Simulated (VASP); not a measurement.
# Ge (P6_3/mmc) in VASP: notebook

Aim: see how the results for Ge move with the level of theory and the settings. Levels: PBE, revPBE, BLYP, PBEsol. Tasks: single point.

Program: VASP 6.6.1. These are calculated values, not measurements. Logs are shortened: lines on timing, memory, paths and dates and some standing lists are left out, and cuts for length are marked.

## (1) The cell of the first run

It takes space group P6_3/mmc (No. 194, hexagonal). The conventional cell has a = 3.998 Å, b = 3.998 Å, c = 6.599 Å, α = 90.00°, β = 90.00°, γ = 120.00°. Ge (site symmetry 3m) has 4 Ge at 2.45 to 2.47 Å within 3.2 Å.

## (2) Single point, PBE

INCAR reads:

```
SYSTEM = Ge
ALGO     = Normal         ! electronic algorithm
EDIFF    = 1E-6           ! SCF threshold, eV
ENCUT    = 520            ! plane-wave cutoff, eV
GGA      = PE             ! functional
ISIF     = 2              ! what is computed and relaxed
ISMEAR   = 0              ! smearing method
LASPH    = .True.         ! aspherical terms in the spheres
LCHARG   = .True.         ! write CHGCAR
LELF     = .True.         ! ELF
LREAL    = .False.        ! projectors in reciprocal space
LVHAR    = .True.       
LWAVE    = .False.        ! write WAVECAR
NBANDS   = 36             ! bands
NELM     = 80             ! most SCF steps
PREC     = Accurate       ! precision mode
SIGMA    = 0.015          ! smearing width, eV
```

KPOINTS reads:

```
k-points
0
Gamma
  8 8 4
  0 0 0
```

POSCAR reads:

```
Ge
1.0
    3.9975858431      0.0000000000      0.0000000000
   -1.9987929216      3.4620108940      0.0000000000
    0.0000000000      0.0000000000      6.5993779500
Ge
4
Direct
    0.3333333333      0.6666666667      0.9370987500
    0.6666666667      0.3333333333      0.4370987500
    0.3333333333      0.6666666667      0.5629012500
    0.6666666667      0.3333333333      0.0629012500
```

Potentials or basis: VASP PAW PBE potentials, release 64 (Ge_d).

On the command line:

```console
$ cat potpaw_PBE.64/Ge_d/POTCAR > POTCAR
$ mpirun -np 1 vasp_std > vasp.out
```

OUTCAR:

```text
SYSTEM = Ge
   EDIFF = 1E-6
   ENCUT = 520
   GGA = PE
   ISIF = 2
   ISMEAR = 0
   LASPH = .True.
   LREAL = .False.
   NELM = 80
   PREC = Accurate

 ion  position               nearest neighbor table
   1  0.333  0.667  0.937-   4 2.45   4 2.45   4 2.45   3 2.47
   2  0.667  0.333  0.437-   3 2.45   3 2.45   3 2.45   4 2.47
   3  0.333  0.667  0.563-   2 2.45   2 2.45   2 2.45   1 2.47
   4  0.667  0.333  0.063-   1 2.45   1 2.45   1 2.45   2 2.47

  LATTYP: Found a hexagonal cell.
 ALAT       =     3.9975858431
 C/A-ratio  =     1.6508408347

  Lattice vectors:

 A1 = (   3.9975858431,   0.0000000000,   0.0000000000)
 A2 = (  -1.9987929216,   3.4620108940,   0.0000000000)
 A3 = (   0.0000000000,   0.0000000000,   6.5993779500)

Analysis of symmetry for initial positions (statically):
=====================================================================
 Subroutine PRICEL returns:
 Original cell was already a primitive cell.

 Routine SETGRP: Setting up the symmetry group for a
 hexagonal supercell.

 Subroutine GETGRP returns: Found 24 space group operations
 (whereof 12 operations were pure point group operations)
 out of a pool of 24 trial point group operations.

The static configuration has the point symmetry D_3d.
 The point group associated with its full space group is D_6h.

Analysis of symmetry for dynamics (positions and initial velocities):
=====================================================================
 Subroutine PRICEL returns:
 Original cell was already a primitive cell.

 Routine SETGRP: Setting up the symmetry group for a
 hexagonal supercell.

 Subroutine GETGRP returns: Found 24 space group operations
 (whereof 12 operations were pure point group operations)
 out of a pool of 24 trial point group operations.

The dynamic configuration has the point symmetry D_3d.
 The point group associated with its full space group is D_6h.

 Subroutine INISYM returns: Found 24 space group operations
 (whereof 12 operations are pure point group operations),
 and found     1 'primitive' translations

----------------------------------------------------------------------------------------

                                     Primitive cell

  volume of cell :      91.3333

  direct lattice vectors                    reciprocal lattice vectors
[... 83 lines left out ...]
   ISTART =      0    job   : 0-new  1-cont  2-samecut
   ICHARG =      2    charge: 1-file 2-atom 10-const
   ISPIN  =      1    spin polarized calculation?
   LNONCOLLINEAR =      F non collinear calculations
   LSORBIT =      F    spin-orbit coupling
   LASPH  =      T    aspherical Exc in radial PAW
   ENCUT  =  520.0 eV  38.22 Ry    6.18 a.u.   7.43  7.43 12.27*2*pi/ulx,y,z
   NELM   =     80;   NELMIN=  2; NELMDL= -5     # of ELM steps
   EDIFF  = 0.1E-05   stopping-criterion for ELM
   LREAL  =      F    real-space projection
   EDIFFG = 0.1E-04   stopping-criterion for IOM
   NSW    =      0    number of steps for IOM
   IBRION =     -1    ionic relax: 0-MD 1-quasi-New 2-CG
   NFREE  =      0    steps in history (QN), initial steepest desc. (CG)
   ISIF   =      2    stress and relaxation
   ISYM   =      2    0-nonsym 1-usesym 2-fastsym
   POTIM  = 0.5000    time-step for ionic-motion
   TEBEG  =    0.0;   TEEND  =   0.0 temperature during run
   PSTRESS=    0.0 pullay stress
   NELECT =      56.0000    total number of electrons
   NUPDOWN=      -1.0000    fix difference up-down
   EMIN   =  10.00;   EMAX   =-10.00  energy-range for DOS
   EFERMI =   0.00;   METHOD = LEGACY
   ISMEAR =     0;   SIGMA  =   0.01  broadening in eV -4-tet -1-fermi 0-gaus
   EFERMI_NEDOS =   21; number of points for ismear=-14 and -15
   IALGO  =     38    algorithm
   IMIX   =      4    mixing-type and parameters
     AMIX     =   0.40;   BMIX     =  1.00
     AMIX_MAG =   1.60;   BMIX_MAG =  1.00
  volume/ion in A,a.u.               =      22.83       154.09
  Fermi-wavevector in a.u.,A,eV,Ry     =   1.390789  2.628209 26.317650  1.934293
  Thomas-Fermi vector in A             =   2.514690
   LORBIT       =      0    0 simple, 1 ext, 2 COOP (PROOUT), +10 PAW based schemes
   GGA     = PE    functional components
   LHFCALC =     F    Hartree Fock is set to
   AEXX    =    0.0000 exact exchange contribution
   IVDW    =     0    specifies the selected vdW correction
   LEPSILON=     F    determine dielectric tensor
   LRPA    =     F    only Hartree local field effects (RPA)
 non-spin polarized calculation
 Gauss-broadening in eV      SIGMA  =   0.01
  energy-cutoff  :      520.00
  volume of cell :       91.33
 maximum number of plane-waves:      2491
 NGX is ok and might be reduce to    30
   NGX = 15   NGY = 15   NGZ = 25

 number of electron      56.0000053 magnetization

 Free energy of the ion-electron system (eV)
  ---------------------------------------------------
  ext. energy  EPLUGINS =         0.00000000
  ---------------------------------------------------
  free energy    TOTEN  =       -17.95953458 eV

  energy without entropy =      -17.95953458  energy(sigma->0) =      -17.95953458

 E-fermi :   5.0189     XC(G=0):  -9.8793

 val. band max:        4.9590986045   @ k =   0.0000   0.0000   0.0000
 cond. band min:       5.0804832622   @ k =   0.0000   0.0000   0.0000
 fundamental gap:      0.1213846576
 Fermi energy:         5.0188647629

 k-point     1 :       0.0000    0.0000    0.0000
  band No.  band energies     occupation
      1     -19.9305      2.00000
      2     -19.9305      2.00000
      3     -19.8924      2.00000
      4     -19.8924      2.00000
      5     -19.8924      2.00000
      6     -19.8795      2.00000
[... 925 lines left out ...]
     35      12.4273      0.00000
     36      12.4273      0.00000

 [... further k-points ...]
[... 5 lines left out ...]
  --------------------------------------------------------------------------------------
  -------------------------------------------------------------------------------------
  Total        1.6801369      1.6801369      1.5532056     -0.0000000      0.0000000     -0.0000000
  in kB       29.4731141     29.4731141     27.2464737     -0.0000000      0.0000000     -0.0000000
  external PRESSURE =      28.7309006 kB  Pullay stress =       0.0000000 kB

 VOLUME and BASIS-vectors are now :
 -----------------------------------------------------------------------------
  energy-cutoff  :      520.00
  volume of cell :       91.33
      direct lattice vectors                 reciprocal lattice vectors
     3.997585843  0.000000000  0.000000000     0.250150976  0.144424733  0.000000000
    -1.998792922  3.462010894  0.000000000     0.000000000  0.288849467  0.000000000
     0.000000000  0.000000000  6.599377950     0.000000000  0.000000000  0.151529433

 POSITION                                       TOTAL-FORCE (eV/Angst)
 -----------------------------------------------------------------------------------
     -0.00000      2.30801      6.18427         0.000000     -0.000000     -0.018862
      1.99879      1.15400      2.88458        -0.000000      0.000000     -0.018862
     -0.00000      2.30801      3.71480         0.000000     -0.000000      0.018862
      1.99879      1.15400      0.41511        -0.000000      0.000000      0.018862
 -----------------------------------------------------------------------------------
    total drift:                               -0.000000      0.000000     -0.000000

  FREE ENERGIE OF THE ION-ELECTRON SYSTEM (eV)
  ---------------------------------------------------
  free  energy   TOTEN  =       -17.9595345754 eV

  energy  without entropy=      -17.9595345754  energy(sigma->0) =      -17.95953458
```

Run time: 49 s. Hardware: 1 thread of AMD EPYC 9R45 (Zen 5), shared host; peak memory 0.2 GiB.

What came out:

| Property | Result |
| --- | --- |
| Free energy | -17.9595 eV |
| Pressure | 2.9 GPa |
| Largest force | 0.019 eV/Å |
| Band gap on the k mesh | 0.12 eV, direct |

Forces on the atoms (eV/Å):
```
Ge   0.000  0.000 -0.019
Ge   0.000  0.000 -0.019
Ge   0.000  0.000  0.019
Ge   0.000  0.000  0.019
```

Stress tensor (GPa, compression positive):
```
2.95 0.00 0.00
0.00 2.95 0.00
0.00 0.00 2.72
```

## (3) Single point, revPBE

INCAR reads:

```
SYSTEM = Ge
  ALGO = Normal
  EDIFF = 1E-6
  ENCUT = 520
  GGA = RE
  ISIF = 2
  ISMEAR = -1
  LASPH = .True.
  LCHARG = .False.
  LREAL = .False.
  LWAVE = .False.
  NBANDS = 36
  NELM = 80
  PREC = Accurate
  SIGMA = 0.05
```

KPOINTS is that of step 2.

POSCAR is that of step 2.

Potentials or basis: VASP PAW PBE potentials, release 64 (Ge_d).

On the command line:

```console
$ cat potpaw_PBE.64/Ge_d/POTCAR > POTCAR
$ mpirun -np 1 vasp_std > vasp.out
```

It took 46 s on 1 thread of AMD EPYC 9R45 (Zen 5), shared host; peak memory 0.2 GiB.

Results (log left out):

| Quantity | Value |
| --- | --- |
| Free energy | -16.7845 eV |
| Pressure | 4.1 GPa |
| Largest force | 0.015 eV/Å |

Forces on the atoms (eV/Å):
```
Ge   0.000  0.000 -0.015
Ge   0.000  0.000 -0.015
Ge   0.000  0.000  0.015
Ge   0.000  0.000  0.015
```

Stress tensor (GPa, compression positive):
```
4.20 0.00 0.00
0.00 4.20 0.00
0.00 0.00 3.91
```

Levels at points of the mesh, in eV from the Fermi level:
| k point | band 24 | band 25 | band 26 | band 27 | band 28 | band 29 | band 30 | band 31 | band 32 | band 33 |
| --- | --- | --- | --- | --- | --- | --- | --- | --- | --- | --- |
| (0.00, 0.00, 0.00) | -1.55 | -1.55 | -0.23 | -0.09 | 0.01 | 0.05 | 0.05 | 2.21 | 2.21 | 2.70 |
| (0.50, 0.00, 0.00) | -6.79 | -4.63 | -3.13 | -2.86 | -1.51 | 0.53 | 1.63 | 3.56 | 3.66 | 4.27 |
| (0.00, 0.00, 0.50) | -4.85 | -0.92 | -0.92 | -0.92 | -0.92 | 0.68 | 0.68 | 3.31 | 3.31 | 3.31 |
| (0.50, 0.00, 0.50) | -7.91 | -2.61 | -2.61 | -2.48 | -2.48 | 0.53 | 0.53 | 2.09 | 2.09 | 6.06 |

Caveat: the PAW data sets were made with another functional, which shifts forces and pressure a little.

(Continued in part 2 of 2.)
